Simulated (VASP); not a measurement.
## Sb: single point with revPBE+D3(BJ)

Sheet: Sb, a sheet with vacuum.

```
CELL_PARAMETERS angstrom
4.05877 0.00000 0.00000
-2.02939 3.51500 0.00000
0.00000 0.00000 27.10000
ATOMIC_POSITIONS crystal
Sb 0.33333 0.66667 0.25809
Sb 0.66667 0.33333 0.31941
```

* Program: VASP 6.6.1
* Task: single point
* Functional: revPBE
* Dispersion: D3(BJ)
* Potentials or basis: VASP PAW PBE potentials, release 64 (Sb)
* Cutoff: 400 eV
* k mesh: 12 × 12 × 1
* Occupations: gaussian, width 0.03 eV
* Spin: no spin polarisation
* Dipole correction: yes
* Further INCAR settings: ALGO = Normal; EDIFF = 1e-06; NBANDS = 12; NELMDL = -8

The largest force is 0.076 eV/Å and the band gap on the k mesh is 1.18 eV, indirect (least direct gap 1.69 eV). The dispersion energy per atom is -0.461 eV.

Forces on the atoms (eV/Å):
```
Sb   0.000  0.000 -0.076
Sb   0.000  0.000  0.076
```

Levels at points of the mesh, in eV from the valence-band top:
```csv
k point,band 2,band 3,band 4,band 5,band 6,band 7,band 8,band 9
"(0.00, 0.00, 0.00)",-6.48,-0.84,0.00,0.00,1.69,2.78,2.78,4.04
"(0.50, 0.00, 0.00)",-7.90,-3.15,-1.66,-1.63,1.58,2.27,3.48,4.93
```

It took 2.8 min on 1 thread of AMD EPYC 7R13, with other jobs on the host, peak memory 0.33 GiB.

Caveat: the PAW data sets were made with another functional, which shifts forces and pressure a little; spin-orbit coupling is left out, which moves the levels of the heavy elements.
